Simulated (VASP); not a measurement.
# CuO2 (Fm-3m) in VASP: notebook, part 2 of 2

VASP 6.6.1.

## 3. Single point, PBE, collinear spin

File INCAR:

```
PREC = Accurate ; ENCUT = 520
EDIFF = 1E-7 ; ISMEAR = 0
SIGMA = 0.1 ; LREAL = False
LASPH = True ; NELM = 150
ALGO = Normal ; ISIF = 2
LWAVE = False ; LCHARG = False
ISPIN = 2 ; MAGMOM = 1 0 0
LORBIT = 11 ; LMAXMIX = 4
GGA = PE ; NBANDS = 22
```

File KPOINTS:

```
Automatic mesh
0
Gamma
  14 14 14
```

File POSCAR:

```
CuO2
1.0
    0.0000000000      2.4240690854      2.4240690854
    2.4240690854      0.0000000000      2.4240690854
    2.4240690854      2.4240690854      0.0000000000
Cu O
1 2
Direct
    0.0000000000      0.0000000000      0.0000000000
    0.2500000000      0.2500000000      0.2500000000
    0.7500000000      0.7500000000      0.7500000000
```

Potentials or basis: VASP PAW PBE potentials, release 64 (Cu, O).

On the command line:

```console
> cat potpaw_PBE.64/Cu/POTCAR potpaw_PBE.64/O/POTCAR > POTCAR
> mpirun -np 1 vasp_std > vasp.out
```

OUTCAR:

```text
PREC = Accurate
   ENCUT = 520
   EDIFF = 1E-7
   ISMEAR = 0
   LREAL = False
   LASPH = True
   NELM = 150
   ISIF = 2
   ISPIN = 2
   LORBIT = 11
   GGA = PE

 ion  position               nearest neighbor table
   1  0.000  0.000  0.000-   3 2.10   3 2.10   3 2.10   2 2.10   3 2.10   2 2.10   2 2.10   2 2.10

   2  0.250  0.250  0.250-   1 2.10   1 2.10   1 2.10   1 2.10
   3  0.750  0.750  0.750-   1 2.10   1 2.10   1 2.10   1 2.10

  LATTYP: Found a face centered cubic cell.
 ALAT       =     4.8481381708

  Lattice vectors:
[... 1422 lines left out ...]
 -----------------------------------------------------------------------------
  energy-cutoff  :      520.00
  volume of cell :       28.49
      direct lattice vectors                 reciprocal lattice vectors
     0.000000000  2.424069085  2.424069085    -0.206264748  0.206264748  0.206264748
     2.424069085  0.000000000  2.424069085     0.206264748 -0.206264748  0.206264748
     2.424069085  2.424069085  0.000000000     0.206264748  0.206264748 -0.206264748

 POSITION                                       TOTAL-FORCE (eV/Angst)
 -----------------------------------------------------------------------------------
      0.00000      0.00000      0.00000        -0.000000     -0.000000     -0.000000
      1.21203      1.21203      1.21203        -0.000000     -0.000000     -0.000000
      3.63610      3.63610      3.63610         0.000000      0.000000      0.000000
 -----------------------------------------------------------------------------------
    total drift:                               -0.000000     -0.000000      0.000000

  FREE ENERGIE OF THE ION-ELECTRON SYSTEM (eV)
  ---------------------------------------------------
  free  energy   TOTEN  =       -13.1886693350 eV

  energy  without entropy=      -13.1778750831  energy(sigma->0) =      -13.18327221

 total charge

# of ion       s       p       d       tot
------------------------------------------
    1        0.329   0.403   8.970   9.702
    2        1.612   3.215   0.000   4.827
    3        1.612   3.215   0.000   4.827
--------------------------------------------------
tot          3.552   6.833   8.970  19.355

 magnetization (x)

# of ion       s       p       d       tot
------------------------------------------
    1       -0.020  -0.019   0.625   0.586
    2        0.009   0.617   0.000   0.626
    3        0.009   0.617   0.000   0.626
--------------------------------------------------
tot         -0.002   1.215   0.625   1.838
```

Run time: 2.6 min. Hardware: 1 thread of Intel Xeon 6975P-C (Granite Rapids), shared host; peak memory 0.23 GiB.

What came out:

```
Free energy                                           : -13.1887 eV
Pressure                                              : 0.5 GPa
Net moment                                            : 2.00 μB per cell
Site moments                                          : Cu +0.59; O +0.63 μB
Valence electrons inside the program's atomic spheres : Cu 9.70; O 4.83
```

Caveat: a cell with one magnetic atom can't hold antiferromagnetic order, which such compounds often take; semilocal functionals often make such compounds metallic where correlation or magnetic order opens a gap, which also shifts bond lengths. With open d or f shells a metallic result of PBE can be an artefact of self-interaction; +U or a hybrid may open a gap.

## 4. Single point, PBE, collinear spin

File INCAR:

```
SYSTEM = CuO2
PREC = Accurate ; ENCUT = 520
EDIFF = 1E-6 ; ISMEAR = 0
SIGMA = 0.1 ; LREAL = .FALSE.
LASPH = .TRUE. ; NELM = 150
ALGO = Normal ; ISIF = 2
LWAVE = .FALSE. ; LCHARG = .TRUE.
ISPIN = 2 ; MAGMOM = 2.5 0 0
LORBIT = 11 ; LMAXMIX = 4
GGA = PE ; LELF = .TRUE.
LVHAR = .TRUE. ; NBANDS = 22
```

File KPOINTS:

```
Automatic mesh
0
G
  14 14 14
  0 0 0
```

POSCAR is that of step 3.

On the command line:

```console
> cat potpaw_PBE.64/Cu/POTCAR potpaw_PBE.64/O/POTCAR > POTCAR
> mpirun -np 1 vasp_std > vasp.out
```

Wall time 2.2 min (1 thread of Intel Xeon 6975P-C (Granite Rapids), shared host); peak memory 0.23 GiB.

The run converged. Its results:

- Free energy: -13.1887 eV
- Pressure: 0.0 GPa
- Net moment: 2.00 μB per cell
- Site moments: Cu +0.59; O +0.63 μB
- Valence electrons inside the program's atomic spheres: Cu 9.70; O 4.83

Levels at points of the mesh, in eV from the Fermi level:
Spin up:
```tsv
k point	band 10	band 11	band 12	band 13	band 14	band 15	band 16	band 17
(0.00, 0.00, 0.00)	-1.31	-0.36	-0.36	-0.36	5.76	12.11	12.11	12.11
(0.50, 0.00, 0.00)	-2.73	-2.37	-0.22	-0.22	9.60	10.88	15.63	15.63
(0.50, 0.50, 0.00)	-2.38	-0.32	0.29	0.29	8.74	12.08	12.67	16.97
```
Spin down:
| k point | band 6 | band 7 | band 8 | band 9 | band 10 | band 11 | band 12 | band 13 | band 14 | band 15 |
| --- | --- | --- | --- | --- | --- | --- | --- | --- | --- | --- |
| (0.00, 0.00, 0.00) | -2.36 | -2.36 | -0.11 | -0.11 | -0.11 | 0.76 | 0.76 | 0.76 | 6.15 | 12.16 |
| (0.50, 0.00, 0.00) | -2.50 | -2.24 | -2.24 | -2.01 | -2.01 | -1.42 | 0.88 | 0.88 | 10.19 | 11.37 |
| (0.50, 0.50, 0.00) | -2.79 | -2.79 | -2.19 | -1.93 | -1.53 | 0.99 | 1.56 | 1.56 | 8.95 | 12.36 |

Caveat: a cell with one magnetic atom can't hold antiferromagnetic order, which such compounds often take; semilocal functionals often make such compounds metallic where correlation or magnetic order opens a gap, which also shifts bond lengths. With open d or f shells a metallic result of PBE can be an artefact of self-interaction; +U or a hybrid may open a gap.

## 5. Single point, PBE, collinear spin

File INCAR:

```
SYSTEM = CuO2
ALGO     = Normal         ! electronic algorithm
EDIFF    = 1E-7           ! SCF threshold, eV
ENCUT    = 520            ! plane-wave cutoff, eV
GGA      = PE             ! functional
ISIF     = 2              ! what is computed and relaxed
ISMEAR   = 0              ! smearing method
ISPIN    = 2              ! spin polarisation
LASPH    = .TRUE.         ! aspherical terms in the spheres
LCHARG   = .TRUE.         ! write CHGCAR
LELF     = .TRUE.         ! ELF
LMAXMIX  = 4              ! l up to which the mixer works
LORBIT   = 11             ! projections on sites
LREAL    = .FALSE.        ! projectors in reciprocal space
LVHAR    = .TRUE.       
LWAVE    = .FALSE.        ! write WAVECAR
MAGMOM   = 0.5 0 0        ! initial moments
NBANDS   = 22             ! bands
NELM     = 150            ! most SCF steps
PREC     = Accurate       ! precision mode
SIGMA    = 0.1            ! smearing width, eV
```

File KPOINTS:

```
k-points
0
G
  14 14 14
  0 0 0
```

POSCAR is that of step 4.

On the command line:

```console
> cat potpaw_PBE.64/Cu/POTCAR potpaw_PBE.64/O/POTCAR > POTCAR
> mpirun -np 1 vasp_std > vasp.out
```

It took 2.5 min on 1 thread of Intel Xeon 6975P-C (Granite Rapids), shared host; peak memory 0.23 GiB.

It converged, with:

* Free energy: -13.1887 eV
* Pressure: 0.4 GPa
* Net moment: 2.00 μB per cell
* Site moments: Cu +0.59; O +0.63 μB
* Valence electrons inside the program's atomic spheres: Cu 9.70; O 4.83

Levels at points of the mesh, in eV from the Fermi level:
Spin up:
```csv
k point,band 11,band 12,band 13,band 14,band 15,band 16
"(0.00, 0.00, 0.00)",-0.36,-0.36,-0.36,5.76,12.11,12.11
"(0.50, 0.00, 0.00)",-2.37,-0.22,-0.22,9.60,10.88,15.63
"(0.50, 0.50, 0.00)",-0.32,0.29,0.29,8.75,12.08,12.67
```
Spin down:
```csv
k point,band 7,band 8,band 9,band 10,band 11,band 12,band 13,band 14
"(0.00, 0.00, 0.00)",-2.36,-0.11,-0.11,-0.11,0.76,0.76,0.76,6.15
"(0.50, 0.00, 0.00)",-2.24,-2.24,-2.01,-2.01,-1.42,0.88,0.88,10.19
"(0.50, 0.50, 0.00)",-2.79,-2.19,-1.93,-1.54,0.99,1.56,1.56,8.95
```

Caveat: a cell with one magnetic atom can't hold antiferromagnetic order, which such compounds often take; semilocal functionals often make such compounds metallic where correlation or magnetic order opens a gap, which also shifts bond lengths. With open d or f shells a metallic result of PBE can be an artefact of self-interaction; +U or a hybrid may open a gap.
